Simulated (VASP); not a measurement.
# Hf5H in VASP: a series of runs

The runs below take Hf5H through single point, with PBE+D3(BJ).

Everything below comes from runs of VASP 6.6.1. Logs are shortened: lines on timing, memory, paths and dates and some standing lists are left out, and cuts for length are marked.

### Step 1. The cell of the first run

The cell holds a slab with vacuum, 6 atoms: a = 4.956 Å, b = 4.956 Å, c = 21.133 Å, α = 90.00°, β = 90.00°, γ = 120.00°.

### Step 2. Single point, PBE+D3(BJ)

Input file INCAR:

```
ALGO     = Normal         # electronic algorithm
DIPOL    = 0.5 0.5 0.319
EDIFF    = 1E-7           # SCF threshold, eV
ENCUT    = 520            # plane-wave cutoff, eV
GGA      = PE             # functional
IDIPOL   = 3            
ISIF     = 2              # what is computed and relaxed
ISMEAR   = 0              # smearing method
IVDW     = 12             # dispersion correction
LASPH    = T              # aspherical terms in the spheres
LCHARG   = T              # write CHGCAR
LDIPOL   = T            
LELF     = T              # ELF
LREAL    = F              # projectors in reciprocal space
LVACPOTAV= T            
LVHAR    = T            
LWAVE    = F              # write WAVECAR
NBANDS   = 34             # bands
NELM     = 80             # most SCF steps
PREC     = Accurate       # precision mode
SIGMA    = 0.1            # smearing width, eV
```

Input file KPOINTS:

```
k-points
0
Gamma
  6 6 1
```

Input file POSCAR:

```
Hf5H
1.0
    4.9564149667      0.0000000000      0.0000000000
   -2.4782074834      4.2923812729      0.0000000000
    0.0000000000      0.0000000000     21.1328376004
Hf H
5 1
Direct
    0.6666666667      0.3333333333      0.1892788879
    0.3333333333      0.6666666667      0.2371533849
    0.0000000000      0.0000000000      0.2763383880
    0.6666666667      0.3333333333      0.3164267596
    0.3333333333      0.6666666667      0.3706476976
    0.3333333333      0.6666666667      0.5268027802
```

Potentials or basis: VASP PAW PBE potentials, release 64 (Hf_pv, H).

The run is started by

```sh
$ cat potpaw_PBE.64/Hf_pv/POTCAR potpaw_PBE.64/H/POTCAR > POTCAR
$ mpirun -np 1 vasp_std > vasp.out
```

OUTCAR:

```text
EDIFF = 1E-7
   ENCUT = 520
   GGA = PE
   ISIF = 2
   ISMEAR = 0
   IVDW = 12
   LASPH = T
   LREAL = F
   NELM = 80
   PREC = Accurate
 IVDW          = 12

 ion  position               nearest neighbor table
   1  0.667  0.333  0.189-   4 2.69   2 3.04   2 3.04   2 3.04   3 3.40   3 3.40   3 3.40
   2  0.333  0.667  0.237-   5 2.82   3 2.98   3 2.98   3 2.98   1 3.04   1 3.04   1 3.04   4 3.32
                             4 3.32   4 3.32
   3  0.000  0.000  0.276-   2 2.98   2 2.98   2 2.98   4 2.98   4 2.98   4 2.98   1 3.40   1 3.40
                             1 3.40   5 3.49   5 3.49   5 3.49
   4  0.667  0.333  0.316-   1 2.69   3 2.98   3 2.98   3 2.98   5 3.08   5 3.08   5 3.08   2 3.32
                             2 3.32   2 3.32
   5  0.333  0.667  0.371-   2 2.82   4 3.08   4 3.08   4 3.08   3 3.49   3 3.49   3 3.49
   6  0.333  0.667  0.527-

  LATTYP: Found a hexagonal cell.
 ALAT       =     4.9564149667
 C/A-ratio  =     4.2637345223

  Lattice vectors:

 A1 = (   4.9564149667,   0.0000000000,   0.0000000000)
 A2 = (  -2.4782074834,   4.2923812729,   0.0000000000)
 A3 = (   0.0000000000,   0.0000000000,  21.1328376004)

Analysis of symmetry for initial positions (statically):
=====================================================================
 Subroutine PRICEL returns:
 Original cell was already a primitive cell.

 Routine SETGRP: Setting up the symmetry group for a
 hexagonal supercell.

 Subroutine GETGRP returns: Found  6 space group operations
 (whereof  6 operations were pure point group operations)
 out of a pool of 24 trial point group operations.

The static configuration has the point symmetry C_3v.

Analysis of symmetry for dynamics (positions and initial velocities):
=====================================================================
 Subroutine PRICEL returns:
 Original cell was already a primitive cell.

 Routine SETGRP: Setting up the symmetry group for a
 hexagonal supercell.

 Subroutine GETGRP returns: Found  6 space group operations
 (whereof  6 operations were pure point group operations)
 out of a pool of 24 trial point group operations.

The dynamic configuration has the point symmetry C_3v.

 Subroutine INISYM returns: Found  6 space group operations
 (whereof  6 operations are pure point group operations),
 and found     1 'primitive' translations

----------------------------------------------------------------------------------------

                                     Primitive cell

  volume of cell :     449.5974

  direct lattice vectors                    reciprocal lattice vectors
[... 87 lines left out ...]
   PSTRESS=    0.0 pullay stress
   NELECT =      51.0000    total number of electrons
   NUPDOWN=      -1.0000    fix difference up-down
   EMIN   =  10.00;   EMAX   =-10.00  energy-range for DOS
   EFERMI =   0.00;   METHOD = LEGACY
   ISMEAR =     0;   SIGMA  =   0.10  broadening in eV -4-tet -1-fermi 0-gaus
   EFERMI_NEDOS =   21; number of points for ismear=-14 and -15
   IALGO  =     38    algorithm
   IMIX   =      4    mixing-type and parameters
     AMIX     =   0.40;   BMIX     =  1.00
     AMIX_MAG =   1.60;   BMIX_MAG =  1.00
  volume/ion in A,a.u.               =      74.93       505.67
  Fermi-wavevector in a.u.,A,eV,Ry     =   0.792484  1.497577  8.544871  0.628030
  Thomas-Fermi vector in A             =   1.898231
   LORBIT       =      0    0 simple, 1 ext, 2 COOP (PROOUT), +10 PAW based schemes
   GGA     = PE    functional components
   LHFCALC =     F    Hartree Fock is set to
   AEXX    =    0.0000 exact exchange contribution
   IVDW    =    12    specifies the selected vdW correction
   LEPSILON=     F    determine dielectric tensor
   LRPA    =     F    only Hartree local field effects (RPA)
 non-spin polarized calculation
 Gauss-broadening in eV      SIGMA  =   0.10
  energy-cutoff  :      520.00
  volume of cell :      449.60
 maximum number of plane-waves:     12126
 NGX is ok and might be reduce to    40
   NGX = 19   NGY = 19   NGZ = 79

 dipolmoment           0.000000      0.000000     -0.396492 electrons x Angstroem

 number of electron      51.0000004 magnetization

 dipolmoment           0.000000      0.000000      0.395224 electrons x Angstroem

 Free energy of the ion-electron system (eV)
  ---------------------------------------------------
  ext. energy  EPLUGINS =         0.00000000
  ---------------------------------------------------
  free energy    TOTEN  =       -44.81832430 eV

  energy without entropy =      -44.76758833  energy(sigma->0) =      -44.79295631

 E-fermi :  -2.3629     XC(G=0):  -4.0857

 val. band max:       -2.3882458817   @ k =   0.5000   0.0000   0.0000
 cond. band min:      -2.3612013890   @ k =   0.1667   0.1667   0.0000
 fundamental gap:      0.0270444927
 Fermi energy:        -2.3629200976

 k-point     1 :       0.0000    0.0000    0.0000
  band No.  band energies     occupation
      1     -33.6694      2.00000
      2     -33.6694      2.00000
      3     -33.6182      2.00000
      4     -33.6021      2.00000
      5     -33.3920      2.00000
      6     -33.3920      2.00000
[... 248 lines left out ...]
     33      -0.6764      0.00000
     34      -0.5908      0.00000

------------------------ aborting loop because EDIFF is reached ----------------------------------------

 Edisp (eV)   -1.19903

 E8    (eV) :    -0.6673

  FORCE on cell =-STRESS in cart. coord.  units (eV):
  Direction    XX          YY          ZZ          XY          YZ          ZX
  --------------------------------------------------------------------------------------
  -------------------------------------------------------------------------------------
  Total      -3.42118    -3.42118    -3.02584     0.00000     0.00000     0.00000
  in kB     -12.19167   -12.19167   -10.78282     0.00000     0.00000     0.00000
  external pressure =      -11.72 kB  Pullay stress =        0.00 kB

 VOLUME and BASIS-vectors are now :
 -----------------------------------------------------------------------------
  energy-cutoff  :      520.00
  volume of cell :      449.60
      direct lattice vectors                 reciprocal lattice vectors
     4.956414967  0.000000000  0.000000000     0.201758732  0.116485458  0.000000000
    -2.478207483  4.292381273  0.000000000     0.000000000  0.232970917  0.000000000
     0.000000000  0.000000000 21.132837600     0.000000000  0.000000000  0.047319722

 POSITION                                       TOTAL-FORCE (eV/Angst)
 -----------------------------------------------------------------------------------
      2.47821      1.43079      4.00000         0.000000      0.000000     -0.943617
     -0.00000      2.86159      5.01172        -0.000000      0.000000      1.071665
      0.00000      0.00000      5.83981        -0.000000      0.000000      0.051576
      2.47821      1.43079      6.68700         0.000000      0.000000     -0.189387
     -0.00000      2.86159      7.83284         0.000000      0.000000      1.137657
     -0.00000      2.86159     11.13284        -0.000000      0.000000     -1.127893
 -----------------------------------------------------------------------------------
    total drift:                                0.000000     -0.000000     -0.000098

  FREE ENERGIE OF THE ION-ELECTRON SYSTEM (eV)
  ---------------------------------------------------
  free  energy   TOTEN  =       -46.0173546810 eV

  energy  without entropy=      -45.9666187159  energy(sigma->0) =      -45.99198670

 vacuum level on the upper side and lower side of the slab         4.286         0.924
```

stdout:

```text
POSCAR found type information on POSCAR HfH
 POSCAR found :  2 types and       6 ions
 scaLAPACK will be used
 LDA part: xc-table for (Slater+PW92), standard interpolation
 POSCAR, INCAR and KPOINTS ok, starting setup
 FFT: planning ... GRIDC
 FFT: planning ... GRID_SOFT
 FFT: planning ... GRID
 WAVECAR not read
 entering main loop
 -----------------------------------------------------------------------------
|                                                                             |
|           W    W    AA    RRRRR   N    N  II  N    N   GGGG   !!!           |
|           W    W   A  A   R    R  NN   N  II  NN   N  G    G  !!!           |
|           W    W  A    A  R    R  N N  N  II  N N  N  G       !!!           |
|           W WW W  AAAAAA  RRRRR   N  N N  II  N  N N  G  GGG   !            |
|           WW  WW  A    A  R   R   N   NN  II  N   NN  G    G                |
|           W    W  A    A  R    R  N    N  II  N    N   GGGG   !!!           |
|                                                                             |
|     Did not find any points to average over, which means that no vacuum     |
|     field-free region was found. Please increase the size of  your cell     |
|     in the dimension of the dipole correction to obtain accurate            |
|     workfunction values.                                                    |
|                                                                             |
 -----------------------------------------------------------------------------
```

It took 7.1 min on 1 thread of Intel Xeon Platinum 8259CL at 2.50GHz (Skylake/Cascade Lake), shared host; peak memory 0.59 GiB.

What came out:

```yaml
Free_energy: -46.0174 eV
Largest_force: 1.138 eV/Å
Dispersion_energy_per_atom: -0.200 eV
```

Forces in eV/Å, atoms in the order of the input:
```
Hf   0.000  0.000 -0.944
Hf   0.000  0.000  1.072
Hf   0.000  0.000  0.052
Hf   0.000  0.000 -0.189
Hf   0.000  0.000  1.138
H    0.000  0.000 -1.128
```

Caveat: spin-orbit coupling is left out, which moves the levels of the heavy elements.

(Part 1 of 2 ends here.)
